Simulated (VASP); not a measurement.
# CdS (R3m) in VASP: further runs, part 2 of 2

VASP 6.6.1.

### 3 Electric field gradients, PBEsol (shortest bond scaled by 0.58)

INCAR reads:

```
SYSTEM = CdS
  PREC = Accurate
  ENCUT = 520
  EDIFF = 1E-8
  ISMEAR = -1
  SIGMA = 0.03
  LREAL = .FALSE.
  LASPH = .TRUE.
  NELM = 100
  ALGO = Normal
  ISIF = 2
  LWAVE = .FALSE.
  LCHARG = .FALSE.
  GGA = PS
  LEFG = .TRUE.
  NBANDS = 16
```

KPOINTS reads:

```
regular mesh
0
G
  7 7 7
  0 0 0
```

POSCAR reads:

```
CdS
1.0
    0.0000000000      2.9165000000      2.9165000000
    2.9165000000      0.0000000000      2.9165000000
    2.9165000000      2.9165000000      0.0000000000
Cd S
1 1
Direct
   -0.1575000000      0.0525000000      0.0525000000
    0.4075000000      0.1975000000      0.1975000000
```

Potentials or basis: VASP PAW PBE potentials, release 64 (Cd, S).

The run is started by

```console
$ cat potpaw_PBE.64/Cd/POTCAR potpaw_PBE.64/S/POTCAR > POTCAR
$ mpirun -np 1 vasp_std > vasp.out
```

OUTCAR:

```text
SYSTEM = CdS
   PREC = Accurate
   ENCUT = 520
   EDIFF = 1E-8
   ISMEAR = -1
   LREAL = .FALSE.
   LASPH = .TRUE.
   NELM = 100
   ISIF = 2
   GGA = PS

 ion  position               nearest neighbor table
   1  0.843  0.053  0.053-   2 1.46   2 3.05   2 3.05   2 3.05
   2  0.407  0.197  0.197-   1 1.46   1 3.05   1 3.05   1 3.05

 -----------------------------------------------------------------------------
|                                                                             |
|           W    W    AA    RRRRR   N    N  II  N    N   GGGG   !!!           |
|           W    W   A  A   R    R  NN   N  II  NN   N  G    G  !!!           |
[... 691 lines left out ...]
---------------------------------------------------------------------
 ion       V_xx      V_yy      V_zz      V_xy      V_xz      V_yz
---------------------------------------------------------------------
   1      -0.001     0.000     0.000   149.077   149.077  -149.076
   2       0.000    -0.000    -0.000    -9.218    -9.218     9.217
---------------------------------------------------------------------

 Electric field gradients after diagonalization (V/A^2)
 (convention: |V_zz| > |V_xx| > |V_yy|)
----------------------------------------------------------------------
 ion       V_xx      V_yy      V_zz     asymmetry (V_yy - V_xx)/ V_zz
----------------------------------------------------------------------
   1     149.077   149.076  -298.154       0.000
   2      -9.218    -9.217    18.435       0.000
----------------------------------------------------------------------

           NMR quadrupolar parameters

 Cq : quadrupolar parameter    Cq=e*Q*V_zz/h
 eta: asymmetry parameters     (V_yy - V_xx)/ V_zz
 Q  : nuclear electric quadrupole moment in mb (millibarn)
----------------------------------------------------------------------
 ion       Cq(MHz)       eta       Q (mb)
----------------------------------------------------------------------
   1      -0.721       0.000       1.000
   2       0.045       0.000       1.000
----------------------------------------------------------------------
```

OSZICAR:

```text
N       E                     dE             d eps       ncg     rms          rms(c)
DAV:   1     0.125962192775E+03    0.12596E+03   -0.85021E+03  1424   0.102E+03
DAV:   2     0.147268998724E+02   -0.11124E+03   -0.10595E+03  1744   0.265E+02
DAV:   3     0.100317585467E+02   -0.46951E+01   -0.46877E+01  1712   0.556E+01
DAV:   4     0.999558600638E+01   -0.36173E-01   -0.36170E-01  1816   0.507E+00
DAV:   5     0.999512870543E+01   -0.45730E-03   -0.45730E-03  1728   0.566E-01    0.439E+01
DAV:   6     0.116406024284E+02    0.16455E+01   -0.24794E+00  1856   0.249E+01    0.228E+01
DAV:   7     0.117730217790E+02    0.13242E+00   -0.11992E+00  1840   0.870E+00    0.512E+00
DAV:   8     0.118072605827E+02    0.34239E-01   -0.25350E-01  1720   0.610E+00    0.874E-01
DAV:   9     0.118093633814E+02    0.21028E-02   -0.16721E-02  1728   0.194E+00    0.298E-01
DAV:  10     0.118092395989E+02   -0.12378E-03   -0.13183E-03  1632   0.287E-01    0.134E-01
DAV:  11     0.118092290356E+02   -0.10563E-04   -0.23762E-04  1832   0.220E-01    0.526E-02
DAV:  12     0.118092427238E+02    0.13688E-04   -0.38068E-05  1752   0.792E-02    0.109E-02
DAV:  13     0.118092419144E+02   -0.80941E-06   -0.40467E-06  1696   0.146E-02    0.566E-03
DAV:  14     0.118092418174E+02   -0.97004E-07   -0.16996E-07  1752   0.293E-03    0.118E-03
DAV:  15     0.118092418208E+02    0.33542E-08   -0.29621E-08  1800   0.215E-03
   1 F= 0.11809242E+02 E0= 0.11809242E+02  d E =-.295155E-11
```

Wall time 45 s (1 thread of Intel Xeon 8259CL, shared host); peak memory 0.19 GiB.

Results:

- Free energy: 11.8092 eV
- Pressure: 111.7 GPa
- Largest force: 73.254 eV/Å
- Band gap on the k mesh: 1.38 eV (least direct gap 1.43 eV)
- Largest electric field gradient by atom: Cd -298.2; S +18.4 V/Å²

Forces in eV/Å, atoms in the order of the input:
```
Cd  -42.293  42.293  42.293
S    42.293 -42.293 -42.293
```

Stress tensor (GPa, compression positive):
```
 111.67 -114.38 -114.38
-114.38  111.67  114.38
-114.38  114.38  111.67
```

Electric field gradients, principal values (V/Å²):
```tsv
atom	least	middle	greatest (by size)
1 Cd	149.076	149.077	-298.154
2 S	-9.217	-9.218	18.435
```

Caveat: the cell differs from its parent crystal (shortest bond scaled by 0.58); atoms lie so close that the PAW spheres overlap strongly, which falsifies energies and pressures; the cell stands under pressure; without QUAD_EFG the Cq values of the log hold for a quadrupole moment of 1 mb, not for the nuclei; the PAW data sets were made with another functional, which shifts forces and pressure a little; an odd mesh through Γ misses points on the zone boundary, where band edges can lie.
